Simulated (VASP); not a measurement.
Write the native input for VASP 6.6.1 that does the following.

- Task: single point
- Functional: r2SCAN
- Potentials or basis: VASP PAW PBE potentials, release 64 (Ti_sv, O)
- Cutoff: 520 eV
- k mesh: 8 × 8 × 6
- Occupations: gaussian, width 0.02 eV
- Spin: no spin polarisation
- Dipole correction: no
- Further INCAR settings: ALGO = Normal; EDIFF = 1e-07; NBANDS = 33

TiO2:

```
Ti O
1.0
     2.64053   -2.64061   -0.01989
     2.64053    2.64061   -0.01989
    -2.60709    0.00000    4.48227
Ti O
2 4
Direct
  0.12498 0.87502 0.25000
  0.87502 0.12498 0.75000
  0.34187 0.09187 0.68373
  0.65813 0.90813 0.31627
  0.90813 0.65813 0.81627
  0.09187 0.34187 0.18373
```

The input as run:

POSCAR

```
TiO2
1.0
    2.6405307551     -2.6406052260     -0.0198860448
    2.6405307551      2.6406052260     -0.0198860448
   -2.6070889940      0.0000000000      4.4822721516
Ti O
2 4
Direct
    0.1249781228      0.8750218772      0.2500000000
    0.8750218772      0.1249781228      0.7500000000
    0.3418744619      0.0918689331      0.6837323562
    0.6581255381      0.9081310669      0.3162676438
    0.9081310669      0.6581255381      0.8162676438
    0.0918689331      0.3418744619      0.1837323562
```

INCAR.step1

```
SYSTEM = TiO2
PREC = Accurate
ENCUT = 520
ISMEAR = 0
SIGMA = 0.02
LREAL = .FALSE.
LASPH = .TRUE.
NELM = 80
NBANDS = 33
GGA = PE
ALGO = Normal
EDIFF = 1E-4
LWAVE = .TRUE.
LCHARG = .FALSE.
```

INCAR.step2

```
SYSTEM = TiO2
PREC = Accurate
ENCUT = 520
EDIFF = 1E-7
ISMEAR = 0
SIGMA = 0.02
LREAL = .FALSE.
LASPH = .TRUE.
NELM = 80
ALGO = Normal
ISIF = 2
LWAVE = .FALSE.
LCHARG = .TRUE.
METAGGA = R2SCAN
LMIXTAU = .TRUE.
LELF = .TRUE.
LVHAR = .TRUE.
NBANDS = 33
ISTART = 1
```

KPOINTS

```
regular mesh
0
G
  8 8 6
  0 0 0
```

Potentials or basis: VASP PAW PBE potentials, release 64 (Ti_sv, O).

Command:

```console
$ cat potpaw_PBE.64/Ti_sv/POTCAR potpaw_PBE.64/O/POTCAR > POTCAR
$ cp INCAR.step1 INCAR
$ mpirun -np 1 vasp_std > vasp.out
$ cp INCAR.step2 INCAR
$ mpirun -np 1 vasp_std > vasp.out
```

It gave:

* Pressure: 21.3 GPa
* Largest force: 0.045 eV/Å
* Band gap on the k mesh: 2.40 eV (least direct gap 2.98 eV)

Caveat: the cell stands under pressure; the PAW data sets were made with another functional, which shifts forces and pressure a little.

Run time: 15 min on 1 thread of Intel(R) Xeon(R) 6975P-C (Granite Rapids), on a shared host, peak memory 0.31 GiB.
